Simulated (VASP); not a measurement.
# SiNi2 in VASP: further runs

Runs on SiNi2. Level: PBE. Tasks: single point.

All numbers are computed with VASP 6.6.1; they aren't measurements. Logs are shortened: lines on timing, memory, paths and dates and some standing lists are left out, and cuts for length are marked.

## 1. The cell of the first run

The structure is hexagonal, space group P6_3/mmc (No. 194). Conventional cell: a = 3.911 Å, b = 3.911 Å, c = 4.992 Å, α = 90.00°, β = 90.00°, γ = 120.00°. Within 3.0 Å of Si (site symmetry -6m2) lie 11 Ni at 2.26 to 2.58 Å. Ni (site symmetry -3m) has 8 Ni at 2.50 to 2.58 Å and 6 Si at 2.58 Å within 3.3 Å. Ni (site symmetry -6m2) has 5 Si at 2.26 to 2.50 Å and 6 Ni at 2.58 Å within 3.0 Å.

## 2. Single point, PBE, collinear spin, ferromagnetic start

INCAR

```
PREC = Accurate
ENCUT = 600
EDIFF = 1E-6
ISMEAR = 0
SIGMA = 0.1
LREAL = F
LASPH = T
NELM = 200
ALGO = Normal
ISIF = 2
LWAVE = F
LCHARG = T
ISPIN = 2
MAGMOM = 0 0 2 2 2 2
LORBIT = 11
LMAXMIX = 4
GGA = PE
LELF = T
LVHAR = T
NBANDS = 37
GGA_COMPAT = F
```

KPOINTS

```
Automatic mesh
0
Gamma
  6 6 4
```

POSCAR

```
SiNi2
1.0
    3.9107465603      0.0000000029      0.0000000000
   -1.9553732827      3.3868058676      0.0000000000
    0.0000000000      0.0000000000      4.9920706851
Si Ni
2 4
Direct
    0.3333333333      0.6666666667      0.7500000000
    0.6666666667      0.3333333333      0.2500000000
    0.0000000000      0.0000000000      0.0000000000
    0.0000000000      0.0000000000      0.5000000000
    0.3333333333      0.6666666667      0.2500000000
    0.6666666667      0.3333333333      0.7500000000
```

Potentials or basis: VASP PAW PBE potentials, release 64 (Si, Ni).

Command:

```console
cat potpaw_PBE.64/Si/POTCAR potpaw_PBE.64/Ni/POTCAR > POTCAR
mpirun -np 1 vasp_std > vasp.out
```

OUTCAR:

```text
PREC = Accurate
   ENCUT = 600
   EDIFF = 1E-6
   ISMEAR = 0
   LREAL = F
   LASPH = T
   NELM = 200
   ISIF = 2
   ISPIN = 2
   LORBIT = 11
   GGA = PE

 ion  position               nearest neighbor table
   1  0.333  0.667  0.750-   6 2.26   6 2.26   6 2.26   5 2.50   5 2.50   3 2.58   4 2.58   4 2.58
                             3 2.58   4 2.58   3 2.58
   2  0.667  0.333  0.250-   5 2.26   5 2.26   5 2.26   6 2.50   6 2.50   3 2.58   4 2.58   3 2.58
                             4 2.58   3 2.58   4 2.58
   3  0.000  0.000  0.000-   4 2.50   4 2.50   1 2.58   5 2.58   6 2.58   2 2.58   2 2.58   6 2.58
                             1 2.58   5 2.58   2 2.58   6 2.58   1 2.58   5 2.58
   4  0.000  0.000  0.500-   3 2.50   3 2.50   1 2.58   5 2.58   6 2.58   2 2.58   2 2.58   6 2.58
                             1 2.58   5 2.58   2 2.58   6 2.58   1 2.58   5 2.58
   5  0.333  0.667  0.250-   2 2.26   2 2.26   2 2.26   1 2.50   1 2.50   3 2.58   4 2.58   4 2.58
                             3 2.58   4 2.58   3 2.58
   6  0.667  0.333  0.750-   1 2.26   1 2.26   1 2.26   2 2.50   2 2.50   3 2.58   4 2.58   3 2.58
                             4 2.58   3 2.58   4 2.58

  LATTYP: Found a hexagonal cell.
 ALAT       =     3.9107465603
 C/A-ratio  =     1.2765006906

  Lattice vectors:

 A1 = (   3.9107465603,   0.0000000029,   0.0000000000)
 A2 = (  -1.9553732827,   3.3868058676,   0.0000000000)
 A3 = (   0.0000000000,   0.0000000000,   4.9920706851)

Analysis of symmetry for initial positions (statically):
=====================================================================
 Subroutine PRICEL returns:
 Original cell was already a primitive cell.

 Routine SETGRP: Setting up the symmetry group for a
 hexagonal supercell.

 Subroutine GETGRP returns: Found 24 space group operations
 (whereof 12 operations were pure point group operations)
 out of a pool of 24 trial point group operations.

The static configuration has the point symmetry D_3d.
 The point group associated with its full space group is D_6h.

Analysis of symmetry for dynamics (positions and initial velocities):
=====================================================================
 Subroutine PRICEL returns:
 Original cell was already a primitive cell.

 Routine SETGRP: Setting up the symmetry group for a
 hexagonal supercell.

 Subroutine GETGRP returns: Found 24 space group operations
 (whereof 12 operations were pure point group operations)
 out of a pool of 24 trial point group operations.

The dynamic configuration has the point symmetry D_3d.
 The point group associated with its full space group is D_6h.

Analysis of structural, dynamic, and magnetic symmetry:
=====================================================================
 Subroutine PRICEL returns:
 Original cell was already a primitive cell.

 Routine SETGRP: Setting up the symmetry group for a
 hexagonal supercell.

 Subroutine GETGRP returns: Found 24 space group operations
 (whereof 12 operations were pure point group operations)
 out of a pool of 24 trial point group operations.

The overall configuration has the point symmetry D_3d.
 The point group associated with its full space group is D_6h.

 Subroutine INISYM returns: Found 24 space group operations
 (whereof 12 operations are pure point group operations),
 and found     1 'primitive' translations

----------------------------------------------------------------------------------------

                                     Primitive cell

  volume of cell :      66.1197

  direct lattice vectors                    reciprocal lattice vectors
     3.910746560  0.000000003  0.000000000     0.255705652  0.147631727  0.000000000
    -1.955373283  3.386805868  0.000000000    -0.000000000  0.295263454  0.000000000
     0.000000000  0.000000000  4.992070685     0.000000000  0.000000000  0.200317676

  length of vectors
     3.910746560  3.910746560  4.992070685     0.295263454  0.295263454  0.200317676

  position of ions in fractional coordinates (direct lattice)
     0.333333333  0.666666667  0.750000000
     0.666666667  0.333333333  0.250000000
     0.000000000  0.000000000  0.000000000
     0.000000000  0.000000000  0.500000000
     0.333333333  0.666666667  0.250000000
     0.666666667  0.333333333  0.750000000

  ion indices of the primitive-cell ions
   primitive index   ion index
                 1           1
                 2           2
                 3           3
                 4           4
                 5           5
                 6           6

----------------------------------------------------------------------------------------

 KPOINTS: Automatic mesh

Automatic generation of k-mesh.
 Grid dimensions read from file:
 generate k-points for:    6    6    4

 Generating k-lattice:

  Cartesian coordinates                     Fractional coordinates (reciprocal lattice)
     0.042617609  0.024605288  0.000000000     0.166666667  0.000000000  0.000000000
    -0.000000000  0.049210576  0.000000000    -0.000000000  0.166666667  0.000000000
     0.000000000  0.000000000  0.050079419     0.000000000  0.000000000  0.250000000

  Length of vectors
     0.049210576  0.049210576  0.050079419

  Shift w.r.t. Gamma in fractional coordinates (k-lattice)
     0.000000000  0.000000000  0.000000000

 Subroutine IBZKPT returns following result:
 ===========================================

 Found     21 irreducible k-points:

 Following reciprocal coordinates:
            Coordinates               Weight
  0.000000  0.000000  0.000000      1.000000
  0.166667  0.000000  0.000000      6.000000
  0.333333 -0.000000  0.000000      6.000000
  0.500000  0.000000  0.000000      3.000000
  0.166667  0.166667  0.000000      6.000000
  0.333333  0.166667  0.000000     12.000000
[... 13 lines left out ...]
  0.333333  0.166667  0.500000     12.000000
  0.333333  0.333333  0.500000      2.000000
   k-points           NKPTS =     21   k-points in BZ     NKDIM =     21   number of bands    NBANDS=     37
   number of dos      NEDOS =    301   number of ions     NIONS =      6
   total plane-waves  NPLWV =  40960
   dimension x,y,z NGX =    32 NGY =   32 NGZ =   40
   dimension x,y,z NGXF=    64 NGYF=   64 NGZF=   80
   ions per type =               2   4
   NGX,Y,Z   is equivalent  to a cutoff of  13.60, 13.60, 13.32 a.u.
   NGXF,Y,Z  is equivalent  to a cutoff of  27.21, 27.21, 26.64 a.u.
 SYSTEM =  unknown system
   PREC   = accura    normal or accurate (medium, high low for compatibility)
   ISTART =      0    job   : 0-new  1-cont  2-samecut
   ICHARG =      2    charge: 1-file 2-atom 10-const
   ISPIN  =      2    spin polarized calculation?
   LNONCOLLINEAR =      F non collinear calculations
   LSORBIT =      F    spin-orbit coupling
   LASPH  =      T    aspherical Exc in radial PAW
   ENCUT  =  600.0 eV  44.10 Ry    6.64 a.u.   7.81  7.81  9.97*2*pi/ulx,y,z
   NELM   =    200;   NELMIN=  2; NELMDL= -5     # of ELM steps
   EDIFF  = 0.1E-05   stopping-criterion for ELM
   LREAL  =      F    real-space projection
   EDIFFG = 0.1E-04   stopping-criterion for IOM
   NSW    =      0    number of steps for IOM
   IBRION =     -1    ionic relax: 0-MD 1-quasi-New 2-CG
   NFREE  =      0    steps in history (QN), initial steepest desc. (CG)
   ISIF   =      2    stress and relaxation
   ISYM   =      2    0-nonsym 1-usesym 2-fastsym
   POTIM  = 0.5000    time-step for ionic-motion
   TEBEG  =    0.0;   TEEND  =   0.0 temperature during run
   PSTRESS=    0.0 pullay stress
   NELECT =      48.0000    total number of electrons
   NUPDOWN=      -1.0000    fix difference up-down
   EMIN   =  10.00;   EMAX   =-10.00  energy-range for DOS
   EFERMI =   0.00;   METHOD = LEGACY
   ISMEAR =     0;   SIGMA  =   0.10  broadening in eV -4-tet -1-fermi 0-gaus
   EFERMI_NEDOS =   21; number of points for ismear=-14 and -15
   IALGO  =     38    algorithm
   IMIX   =      4    mixing-type and parameters
     AMIX     =   0.40;   BMIX     =  1.00
     AMIX_MAG =   1.60;   BMIX_MAG =  1.00
  volume/ion in A,a.u.               =      11.02        74.37
  Fermi-wavevector in a.u.,A,eV,Ry     =   1.471335  2.780421 29.454270  2.164828
  Thomas-Fermi vector in A             =   2.586484
   LORBIT       =     11    0 simple, 1 ext, 2 COOP (PROOUT), +10 PAW based schemes
   GGA     = PE    functional components
   LHFCALC =     F    Hartree Fock is set to
   AEXX    =    0.0000 exact exchange contribution
   IVDW    =     0    specifies the selected vdW correction
   LEPSILON=     F    determine dielectric tensor
   LRPA    =     F    only Hartree local field effects (RPA)
 spin polarized calculation
 Gauss-broadening in eV      SIGMA  =   0.10
  energy-cutoff  :      600.00
  volume of cell :       66.12
 maximum number of plane-waves:      2235
 NGX is ok and might be reduce to    32
   NGX = 15   NGY = 15   NGZ = 19

 number of electron      47.9999984 magnetization      -0.0011368

 number of electron      47.9999984 magnetization       0.0010997

 Free energy of the ion-electron system (eV)
  ---------------------------------------------------
  ext. energy  EPLUGINS =         0.00000000
  ---------------------------------------------------
  free energy    TOTEN  =       -35.79670286 eV

  energy without entropy =      -35.78391569  energy(sigma->0) =      -35.79030928

 E-fermi :  10.9501     XC(G=0): -12.8883

 val. band max:       10.8702992027   @ k =   0.1667   0.1667   0.0000
 cond. band min:      10.9687058790   @ k =   0.3333   0.3333   0.2500
 fundamental gap:      0.0984066762
 Fermi energy:        10.9500609846

 spin component 1

 k-point     1 :       0.0000    0.0000    0.0000
  band No.  band energies     occupation
      1      -1.5146      1.00000
      2       2.8094      1.00000
      3       4.6171      1.00000
      4       6.0014      1.00000
      5       6.0014      1.00000
      6       7.1171      1.00000
[... 28 lines left out ...]
     35      20.1084      0.00000
     36      20.1084      0.00000

 k-point     2 :       0.1667    0.0000    0.0000
  band No.  band energies     occupation
      1      -1.1632      1.00000
      2       2.8619      1.00000
      3       4.8648      1.00000
      4       5.8712      1.00000
      5       6.1799      1.00000
      6       6.4204      1.00000
[... 733 lines left out ...]
 k-point    21 :       0.3333    0.3333    0.5000
  band No.  band energies     occupation
      1       2.2437      1.00000
      2       2.2437      1.00000
      3       4.4248      1.00000
      4       4.4248      1.00000
      5       5.2263      1.00000
      6       5.2263      1.00000
[... 28 lines left out ...]
     35      19.7621      0.00000
     36      19.7621      0.00000
 Fermi energy:        10.9500609846

 spin component 2

 k-point     1 :       0.0000    0.0000    0.0000
  band No.  band energies     occupation
      1      -1.5146      1.00000
      2       2.8095      1.00000
      3       4.6172      1.00000
      4       6.0016      1.00000
      5       6.0016      1.00000
      6       7.1171      1.00000
[... 28 lines left out ...]
     35      20.1085      0.00000
     36      20.1085      0.00000

 k-point     2 :       0.1667    0.0000    0.0000
  band No.  band energies     occupation
      1      -1.1632      1.00000
      2       2.8620      1.00000
      3       4.8649      1.00000
      4       5.8713      1.00000
      5       6.1800      1.00000
      6       6.4205      1.00000
[... 733 lines left out ...]
 k-point    21 :       0.3333    0.3333    0.5000
  band No.  band energies     occupation
      1       2.2438      1.00000
      2       2.2438      1.00000
      3       4.4248      1.00000
      4       4.4248      1.00000
      5       5.2263      1.00000
      6       5.2263      1.00000
[... 28 lines left out ...]
     35      19.7622      0.00000
     36      19.7635      0.00000
 [bands above 36 left out]

------------------------ aborting loop because EDIFF is reached ----------------------------------------

  FORCE on cell =-STRESS in cart. coord.  units (eV):
  Direction    XX          YY          ZZ          XY          YZ          ZX
  --------------------------------------------------------------------------------------
  -------------------------------------------------------------------------------------
  Total        0.0396970      0.0396970     -0.0380662     -0.0000000     -0.0000000      0.0000000
  in kB        0.9619179      0.9619179     -0.9224008     -0.0000000     -0.0000000      0.0000000
  external PRESSURE =       0.3338117 kB  Pullay stress =       0.0000000 kB

 VOLUME and BASIS-vectors are now :
 -----------------------------------------------------------------------------
  energy-cutoff  :      600.00
  volume of cell :       66.12
      direct lattice vectors                 reciprocal lattice vectors
     3.910746560  0.000000003  0.000000000     0.255705652  0.147631727  0.000000000
    -1.955373283  3.386805868  0.000000000    -0.000000000  0.295263454  0.000000000
     0.000000000  0.000000000  4.992070685     0.000000000  0.000000000  0.200317676

 POSITION                                       TOTAL-FORCE (eV/Angst)
 -----------------------------------------------------------------------------------
     -0.00000      2.25787      3.74405        -0.000000     -0.000000      0.000000
      1.95537      1.12894      1.24802         0.000000      0.000000      0.000000
      0.00000      0.00000      0.00000         0.000000      0.000000      0.000000
      0.00000      0.00000      2.49604         0.000000      0.000000      0.000000
     -0.00000      2.25787      1.24802        -0.000000     -0.000000      0.000000
      1.95537      1.12894      3.74405         0.000000      0.000000     -0.000000
 -----------------------------------------------------------------------------------
    total drift:                                0.000000     -0.000000      0.000000

  FREE ENERGIE OF THE ION-ELECTRON SYSTEM (eV)
  ---------------------------------------------------
  free  energy   TOTEN  =       -35.7967028632 eV

  energy  without entropy=      -35.7839156894  energy(sigma->0) =      -35.79030928

 total charge

# of ion       s       p       d       tot
------------------------------------------
    1        0.723   0.865   0.000   1.588
    2        0.723   0.865   0.000   1.588
    3        0.423   0.525   8.428   9.377
    4        0.423   0.525   8.428   9.377
    5        0.505   0.602   8.505   9.613
    6        0.505   0.602   8.505   9.613
--------------------------------------------------
tot          3.303   3.985  33.867  41.155

 magnetization (x)

# of ion       s       p       d       tot
------------------------------------------
    1        0.000   0.000   0.000   0.000
    2        0.000   0.000   0.000   0.000
    3       -0.000   0.000   0.000   0.000
    4       -0.000   0.000   0.000   0.000
    5       -0.000  -0.000  -0.000  -0.000
    6       -0.000  -0.000  -0.000  -0.000
--------------------------------------------------
tot         -0.000  -0.000   0.001   0.001
```

Wall time 59 s (1 thread of AMD EPYC 9R45 (Zen 5), shared host); peak memory 0.23 GiB.

Results:

```yaml
Free_energy: -35.7967 eV
Pressure: 0.0 GPa
Band_gap_on_the_k_mesh: zero (filled and empty bands overlap)
Net_moment: 0.00 μB per cell
Valence_electrons_inside_the_program's_atomic_spheres: Si 1.59; Ni 9.38, 9.61
```

Stress tensor (GPa, compression positive):
```
 0.10  0.00  0.00
 0.00  0.10  0.00
 0.00  0.00 -0.09
```

Levels at points of the mesh, in eV from the Fermi level:
Spin up:
```
           k point  band 21  band 22  band 23  band 24  band 25  band 26  band 27  band 28
(0.00, 0.00, 0.00)    -0.59    -0.59     0.14     2.64     2.76     2.76     2.81     2.81
(0.50, 0.00, 0.00)    -1.27    -1.16    -0.97    -0.65    -0.52     1.10     1.82     2.95
(0.00, 0.00, 0.50)    -1.19    -1.19     2.06     2.06     3.25     3.25     3.25     3.25
(0.50, 0.00, 0.50)    -1.20    -1.20    -0.87    -0.87     0.95     0.95     2.84     2.84
```
Spin down:
```csv
k point,band 21,band 22,band 23,band 24,band 25,band 26,band 27,band 28
"(0.00, 0.00, 0.00)",-0.59,-0.59,0.14,2.64,2.76,2.76,2.81,2.81
"(0.50, 0.00, 0.00)",-1.27,-1.16,-0.97,-0.65,-0.52,1.10,1.82,2.95
"(0.00, 0.00, 0.50)",-1.19,-1.19,2.06,2.06,3.25,3.25,3.25,3.25
"(0.50, 0.00, 0.50)",-1.20,-1.20,-0.87,-0.87,0.95,0.95,2.84,2.84
```

Caveat: the starting moments collapsed, and a magnetic state may lie lower.

(Part 1 of 2 ends here.)
